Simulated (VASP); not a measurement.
A run of VASP 6.6.1 is set up as follows.

The input INCAR:

```
SYSTEM = MgO
PREC     = Accurate       ! precision mode
ENCUT    = 840            ! plane-wave cutoff, eV
EDIFF    = 1E-6           ! SCF threshold, eV
ISMEAR   = 0              ! smearing method
SIGMA    = 0.1            ! smearing width, eV
LREAL    = .FALSE.        ! projectors in reciprocal space
LASPH    = .TRUE.         ! aspherical terms in the spheres
NELM     = 120            ! most SCF steps
ALGO     = Normal         ! electronic algorithm
ISIF     = 2              ! what is computed and relaxed
LWAVE    = .FALSE.        ! write WAVECAR
LCHARG   = .TRUE.         ! write CHGCAR
LELF     = .TRUE.         ! ELF
LVHAR    = .TRUE.       
NBANDS   = 15             ! bands
GGA_COMPAT= .FALSE.
```

The input KPOINTS:

```
Automatic mesh
0
G
  8 8 8
  0 0 0
```

The input POSCAR:

```
MgO
1.0
    0.0000000000      2.1060000000      2.1060000000
    2.1060000000      0.0000000000      2.1060000000
    2.1060000000      2.1060000000      0.0000000000
Mg O
1 1
Direct
    0.0000000000      0.0000000000      0.0000000000
    0.5000000000      0.5000000000      0.5000000000
```

Potentials or basis: VASP PAW LDA potentials, release 64 (Mg_sv, O).

Run with:

```bash
$ cat potpaw_LDA.64/Mg_sv/POTCAR potpaw_LDA.64/O/POTCAR > POTCAR
$ mpirun -np 1 vasp_std > vasp.out
```

Question: Predict the pressure.

Answer: -5.5 GPa.

Question: What does it give for the band gap on the k mesh?

Answer: 4.67 eV.

Caveat: the cell stands under tension.
